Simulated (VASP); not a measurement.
# Te (C2/m) in VASP: further runs

Runs on Te. Level: LDA. Tasks: electric field gradients.

Everything below comes from runs of VASP 6.6.1. Logs are shortened: lines on timing, memory, paths and dates and some standing lists are left out, and cuts for length are marked.

### 1 The cell of the first run

Symmetry: C2/m, No. 12, monoclinic system. Conventional cell: a = 8.580 Å, b = 4.805 Å, c = 4.012 Å, α = 90.00°, β = 91.89°, γ = 90.00°. Te (site symmetry m) has 14 Te at 3.03 to 4.05 Å within 4.1 Å. Within 4.1 Å of Te (site symmetry 2/m) lie 14 Te at 3.03 to 4.01 Å.

### 2 Electric field gradients, LDA (27.55 Å³/atom)

The input, INCAR:

```
PREC = Accurate
ENCUT = 520
EDIFF = 1E-8
ISMEAR = -1
SIGMA = 0.05
LREAL = F
LASPH = T
NELM = 100
ALGO = Normal
ISIF = 2
LWAVE = F
LCHARG = F
LEFG = T
NBANDS = 16
```

The input, KPOINTS:

```
regular mesh
0
Gamma
  8 8 8
```

The input, POSCAR:

```
Te
1.0
    4.2898182317     -2.4024035783      0.0000000000
    4.2898182317      2.4024035783      0.0000000000
   -0.1321666442      0.0000000000      4.0094263667
Te
3
Direct
    0.6760000000      0.6760000000      0.6750000000
    0.3240000000      0.3240000000      0.3250000000
    0.0000000000      0.0000000000      0.0000000000
```

Potentials or basis: VASP PAW LDA potentials, release 64 (Te).

Launch:

```console
> cat potpaw_LDA.64/Te/POTCAR > POTCAR
> mpirun -np 1 vasp_std > vasp.out
```

OUTCAR:

```text
PREC = Accurate
   ENCUT = 520
   EDIFF = 1E-8
   ISMEAR = -1
   LREAL = F
   LASPH = T
   NELM = 100
   ISIF = 2

 ion  position               nearest neighbor table
   1  0.676  0.676  0.675-   3 3.03   2 3.08   2 3.08   3 3.14   3 3.14   2 3.29
   2  0.324  0.324  0.325-   3 3.03   1 3.08   1 3.08   3 3.14   3 3.14   1 3.29
   3  0.000  0.000  0.000-   1 3.03   2 3.03   1 3.14   1 3.14   2 3.14   2 3.14

  LATTYP: Found a base centered monoclinic cell.
 ALAT       =     8.5796364634
 B/A-ratio  =     0.5600245625
 C/A-ratio  =     0.4675727418
 COS(beta)  =    -0.0329460833

  Lattice vectors:

 A1 = (   4.2898182317,  -2.4024035783,   0.0000000000)
 A2 = (   4.2898182317,   2.4024035783,   0.0000000000)
 A3 = (  -0.1321666442,   0.0000000000,   4.0094263667)

Analysis of symmetry for initial positions (statically):
=====================================================================
 Subroutine PRICEL returns:
 Original cell was already a primitive cell.

 Routine SETGRP: Setting up the symmetry group for a
 base centered monoclinic supercell.

 Subroutine GETGRP returns: Found  4 space group operations
 (whereof  4 operations were pure point group operations)
 out of a pool of  4 trial point group operations.

The static configuration has the point symmetry C_2h.

Analysis of symmetry for dynamics (positions and initial velocities):
=====================================================================
 Subroutine PRICEL returns:
 Original cell was already a primitive cell.

 Routine SETGRP: Setting up the symmetry group for a
 base centered monoclinic supercell.

 Subroutine GETGRP returns: Found  4 space group operations
 (whereof  4 operations were pure point group operations)
 out of a pool of  4 trial point group operations.

The dynamic configuration has the point symmetry C_2h.

 Subroutine INISYM returns: Found  4 space group operations
 (whereof  4 operations are pure point group operations),
 and found     1 'primitive' translations

----------------------------------------------------------------------------------------

                                     Primitive cell

  volume of cell :      82.6413

  direct lattice vectors                    reciprocal lattice vectors
     4.289818232 -2.402403578  0.000000000     0.116555055 -0.208124898  0.003842118
     4.289818232  2.402403578  0.000000000     0.116555055  0.208124898  0.003842118
    -0.132166644  0.000000000  4.009426367     0.000000000  0.000000000  0.249412237

  length of vectors
     4.916714697  4.916714697  4.011604144     0.238570358  0.238570358  0.249412237

  position of ions in fractional coordinates (direct lattice)
     0.676000000  0.676000000  0.675000000
     0.324000000  0.324000000  0.325000000
     0.000000000  0.000000000  0.000000000

  ion indices of the primitive-cell ions
   primitive index   ion index
                 1           1
                 2           2
                 3           3

----------------------------------------------------------------------------------------

 KPOINTS: regular mesh

Automatic generation of k-mesh.
 Grid dimensions read from file:
 generate k-points for:    8    8    8

 Generating k-lattice:

  Cartesian coordinates                     Fractional coordinates (reciprocal lattice)
     0.014569382 -0.026015612  0.000480265     0.125000000  0.000000000  0.000000000
     0.014569382  0.026015612  0.000480265     0.000000000  0.125000000  0.000000000
     0.000000000  0.000000000  0.031176530     0.000000000  0.000000000  0.125000000

  Length of vectors
     0.029821295  0.029821295  0.031176530

  Shift w.r.t. Gamma in fractional coordinates (k-lattice)
     0.000000000  0.000000000  0.000000000

 Subroutine IBZKPT returns following result:
 ===========================================

 Found    150 irreducible k-points:

 Following reciprocal coordinates:
            Coordinates               Weight
  0.000000  0.000000  0.000000      1.000000
  0.125000 -0.000000  0.000000      4.000000
  0.250000 -0.000000  0.000000      4.000000
  0.375000 -0.000000  0.000000      4.000000
  0.500000 -0.000000  0.000000      2.000000
  0.125000  0.125000  0.000000      2.000000
[... 16 lines left out ...]
  0.125000 -0.000000  0.125000      4.000000
  0.250000 -0.000000  0.125000      4.000000
 [... further k-points ...]
   k-points           NKPTS =    150   k-points in BZ     NKDIM =    150   number of bands    NBANDS=     16
   number of dos      NEDOS =    301   number of ions     NIONS =      3
   total plane-waves  NPLWV =  48000
   dimension x,y,z NGX =    40 NGY =   40 NGZ =   30
   dimension x,y,z NGXF=    80 NGYF=   80 NGZF=   60
   ions per type =               3
   NGX,Y,Z   is equivalent  to a cutoff of  13.52, 13.52, 12.43 a.u.
   NGXF,Y,Z  is equivalent  to a cutoff of  27.05, 27.05, 24.86 a.u.
 SYSTEM =  unknown system
   PREC   = accura    normal or accurate (medium, high low for compatibility)
   ISTART =      0    job   : 0-new  1-cont  2-samecut
   ICHARG =      2    charge: 1-file 2-atom 10-const
   ISPIN  =      1    spin polarized calculation?
   LNONCOLLINEAR =      F non collinear calculations
   LSORBIT =      F    spin-orbit coupling
   LASPH  =      T    aspherical Exc in radial PAW
   ENCUT  =  520.0 eV  38.22 Ry    6.18 a.u.   9.14  9.14  7.46*2*pi/ulx,y,z
   NELM   =    100;   NELMIN=  2; NELMDL= -5     # of ELM steps
   EDIFF  = 0.1E-07   stopping-criterion for ELM
   LREAL  =      F    real-space projection
   EDIFFG = 0.1E-06   stopping-criterion for IOM
   NSW    =      0    number of steps for IOM
   IBRION =     -1    ionic relax: 0-MD 1-quasi-New 2-CG
   NFREE  =      0    steps in history (QN), initial steepest desc. (CG)
   ISIF   =      2    stress and relaxation
   ISYM   =      2    0-nonsym 1-usesym 2-fastsym
   POTIM  = 0.5000    time-step for ionic-motion
   TEBEG  =    0.0;   TEEND  =   0.0 temperature during run
   PSTRESS=    0.0 pullay stress
   NELECT =      18.0000    total number of electrons
   NUPDOWN=      -1.0000    fix difference up-down
   EMIN   =  10.00;   EMAX   =-10.00  energy-range for DOS
   EFERMI =   0.00;   METHOD = LEGACY
   ISMEAR =    -1;   SIGMA  =   0.05  broadening in eV -4-tet -1-fermi 0-gaus
   EFERMI_NEDOS =   21; number of points for ismear=-14 and -15
   IALGO  =     38    algorithm
   IMIX   =      4    mixing-type and parameters
     AMIX     =   0.40;   BMIX     =  1.00
     AMIX_MAG =   1.60;   BMIX_MAG =  1.00
  volume/ion in A,a.u.               =      27.55       185.90
  Fermi-wavevector in a.u.,A,eV,Ry     =   0.984993  1.861368 13.200534  0.970212
  Thomas-Fermi vector in A             =   2.116267
   LORBIT       =      0    0 simple, 1 ext, 2 COOP (PROOUT), +10 PAW based schemes
   GGA     = CA    functional components
   LHFCALC =     F    Hartree Fock is set to
   AEXX    =    0.0000 exact exchange contribution
   IVDW    =     0    specifies the selected vdW correction
   LEPSILON=     F    determine dielectric tensor
   LRPA    =     F    only Hartree local field effects (RPA)
 non-spin polarized calculation
  energy-cutoff  :      520.00
  volume of cell :       82.64
 maximum number of plane-waves:      2244
 NGX is ok and might be reduce to    40
   NGX = 19   NGY = 19   NGZ = 15

 number of electron      18.0000000 magnetization

 Free energy of the ion-electron system (eV)
  ---------------------------------------------------
  ext. energy  EPLUGINS =         0.00000000
  ---------------------------------------------------
  free energy    TOTEN  =       -11.18068424 eV

  energy without entropy =      -11.16586890  energy(sigma->0) =      -11.17327657

 E-fermi :   8.2964     XC(G=0): -10.3127

 val. band max:        8.2925804745   @ k =   0.5000   0.5000   0.2500
 cond. band min:       8.2983310892   @ k =  -0.3750   0.5000   0.2500
 fundamental gap:      0.0057506147
 Fermi energy:         8.2963974400

 k-point     1 :       0.0000    0.0000    0.0000
  band No.  band energies     occupation
      1      -6.1774      2.00000
      2      -1.3252      2.00000
      3      -1.2826      2.00000
      4       3.8187      2.00000
      5       4.0811      2.00000
      6       4.5827      2.00000
[... 8 lines left out ...]
     15      15.4989      0.00000
     16      15.5723      0.00000

 k-point     2 :       0.1250   -0.0000    0.0000
  band No.  band energies     occupation
      1      -6.0548      2.00000
      2      -1.5534      2.00000
      3      -1.4464      2.00000
      4       3.2704      2.00000
      5       3.7278      2.00000
      6       4.9267      2.00000
[... 8 lines left out ...]
     15      15.1369      0.00000
     16      15.7497      0.00000

 k-point     3 :       0.2500   -0.0000    0.0000
  band No.  band energies     occupation
      1      -5.6900      2.00000
      2      -2.3016      2.00000
      3      -1.7073      2.00000
      4       2.7429      2.00000
      5       3.7921      2.00000
      6       5.4671      2.00000
[... 8 lines left out ...]
     15      14.7456      0.00000
     16      16.5305      0.00000

 k-point     4 :       0.3750   -0.0000    0.0000
  band No.  band energies     occupation
      1      -5.0955      2.00000
      2      -3.2936      2.00000
      3      -1.9023      2.00000
      4       2.3684      2.00000
      5       4.5504      2.00000
      6       5.7068      2.00000
[... 8 lines left out ...]
     15      14.7476      0.00000
     16      15.2430      0.00000
[... 324 lines left out ...]
 k-point    22 :       0.0000    0.0000    0.1250
  band No.  band energies     occupation
      1      -6.0567      2.00000
      2      -1.9013      2.00000
      3      -0.8202      2.00000
      4       3.8710      2.00000
      5       4.1632      2.00000
      6       4.7255      2.00000
[... 8 lines left out ...]
     15      14.3111      0.00000
     16      15.9818      0.00000

 k-point    23 :       0.1250   -0.0000    0.1250
  band No.  band energies     occupation
      1      -5.9304      2.00000
      2      -2.0401      2.00000
      3      -1.0546      2.00000
      4       3.2565      2.00000
      5       3.6319      2.00000
      6       5.1891      2.00000
[... 8 lines left out ...]
     15      15.0915      0.00000
     16      15.4743      0.00000

 k-point    24 :       0.2500   -0.0000    0.1250
  band No.  band energies     occupation
      1      -5.5624      2.00000
      2      -2.5505      2.00000
      3      -1.4420      2.00000
      4       2.7878      2.00000
      5       3.1303      2.00000
      6       5.9523      2.00000
[... 8 lines left out ...]
     15      15.5641      0.00000
     16      16.3029      0.00000

 [... further k-points ...]

------------------------ aborting loop because EDIFF is reached ----------------------------------------

  FORCE on cell =-STRESS in cart. coord.  units (eV):
  Direction    XX          YY          ZZ          XY          YZ          ZX
  --------------------------------------------------------------------------------------
  -------------------------------------------------------------------------------------
  Total        0.3336228      0.4236634      1.9099236      0.0000000      0.0000000      0.4792667
  in kB        6.4679871      8.2136158     37.0279341      0.0000000      0.0000000      9.2916055
  external PRESSURE =      17.2365123 kB  Pullay stress =       0.0000000 kB

 VOLUME and BASIS-vectors are now :
 -----------------------------------------------------------------------------
  energy-cutoff  :      520.00
  volume of cell :       82.64
      direct lattice vectors                 reciprocal lattice vectors
     4.289818232 -2.402403578  0.000000000     0.116555055 -0.208124898  0.003842118
     4.289818232  2.402403578  0.000000000     0.116555055  0.208124898  0.003842118
    -0.132166644  0.000000000  4.009426367     0.000000000  0.000000000  0.249412237

 POSITION                                       TOTAL-FORCE (eV/Angst)
 -----------------------------------------------------------------------------------
      5.71062      0.00000      2.70636        -0.312662      0.000000     -0.180016
      2.73685      0.00000      1.30306         0.312662      0.000000      0.180016
      0.00000      0.00000      0.00000         0.000000      0.000000      0.000000
 -----------------------------------------------------------------------------------
    total drift:                               -0.000000     -0.000000     -0.000000

  FREE ENERGIE OF THE ION-ELECTRON SYSTEM (eV)
  ---------------------------------------------------
  free  energy   TOTEN  =       -11.1806842376 eV

  energy  without entropy=      -11.1658688976  energy(sigma->0) =      -11.17327657

 Electric field gradients (V/A^2)
---------------------------------------------------------------------
 ion       V_xx      V_yy      V_zz      V_xy      V_xz      V_yz
---------------------------------------------------------------------
   1     104.632   166.629  -271.262    -0.000   -52.267     0.000
   2     104.632   166.629  -271.262    -0.000   -52.267     0.000
   3     246.972    56.900  -303.871     0.000    74.659    -0.000
---------------------------------------------------------------------

 Electric field gradients after diagonalization (V/A^2)
 (convention: |V_zz| > |V_xx| > |V_yy|)
----------------------------------------------------------------------
 ion       V_xx      V_yy      V_zz     asymmetry (V_yy - V_xx)/ V_zz
----------------------------------------------------------------------
   1     166.629   111.765  -278.394       0.197
   2     166.629   111.765  -278.394       0.197
   3     256.911    56.900  -313.811       0.637
----------------------------------------------------------------------

           NMR quadrupolar parameters

 Cq : quadrupolar parameter    Cq=e*Q*V_zz/h
 eta: asymmetry parameters     (V_yy - V_xx)/ V_zz
 Q  : nuclear electric quadrupole moment in mb (millibarn)
----------------------------------------------------------------------
 ion       Cq(MHz)       eta       Q (mb)
----------------------------------------------------------------------
   1      -0.673       0.197       1.000
   2      -0.673       0.197       1.000
   3      -0.759       0.637       1.000
----------------------------------------------------------------------
```

It took 97 s on 1 thread of Intel Xeon Platinum 8488C (Sapphire Rapids), shared host; peak memory 0.28 GiB.

Results:

```yaml
Free_energy: -11.1807 eV
Pressure: 1.7 GPa
Largest_force: 0.361 eV/Å
Band_gap_on_the_k_mesh: zero (bands 9 and 10 overlap by 3.19 eV)
Largest_electric_field_gradient_by_atom: Te -278.4, -313.8 (each value once) V/Å²
```

Forces in eV/Å, atoms in the order of the input:
```
Te  -0.313  0.000 -0.180
Te   0.313  0.000  0.180
Te   0.000  0.000  0.000
```

Stress tensor (GPa, compression positive):
```
0.65 0.00 0.93
0.00 0.82 0.00
0.93 0.00 3.70
```

Levels at points of the mesh, in eV from the Fermi level:
| k point | band 5 | band 6 | band 7 | band 8 | band 9 | band 10 | band 11 | band 12 | band 13 | band 14 |
| --- | --- | --- | --- | --- | --- | --- | --- | --- | --- | --- |
| (0.00, 0.00, 0.00) | -4.22 | -3.71 | -3.70 | -2.05 | -1.75 | 1.46 | 2.78 | 3.10 | 5.70 | 6.04 |
| (0.50, 0.00, 0.00) | -2.64 | -2.62 | -2.49 | 0.10 | 0.14 | 0.44 | 0.86 | 3.02 | 3.40 | 5.79 |
| (0.50, 0.50, 0.00) | -2.94 | -2.66 | -2.27 | 0.43 | 0.45 | 0.55 | 0.74 | 2.65 | 3.12 | 5.80 |
| (0.00, 0.00, 0.50) | -3.61 | -2.66 | -2.58 | -1.76 | -1.70 | -1.67 | -1.49 | -0.94 | 2.91 | 3.21 |
| (0.50, 0.00, 0.50) | -4.25 | -4.16 | -3.71 | -3.52 | 1.52 | 1.75 | 1.77 | 3.03 | 6.78 | 7.10 |
| (0.50, 0.50, 0.50) | -3.80 | -3.77 | -3.75 | -3.58 | 1.45 | 1.55 | 2.06 | 2.54 | 6.68 | 6.99 |

Electric field gradients, principal values (V/Å²):
| atom | least | middle | greatest (by size) |
| --- | --- | --- | --- |
| 1 Te | 111.765 | 166.629 | -278.394 |
| 2 Te | 111.765 | 166.629 | -278.394 |
| 3 Te | 56.900 | 256.911 | -313.811 |

Caveat: without QUAD_EFG the Cq values of the log hold for a quadrupole moment of 1 mb, not for the nuclei; spin-orbit coupling is left out, which moves the levels of the heavy elements.

(Part 1 of 3 ends here.)
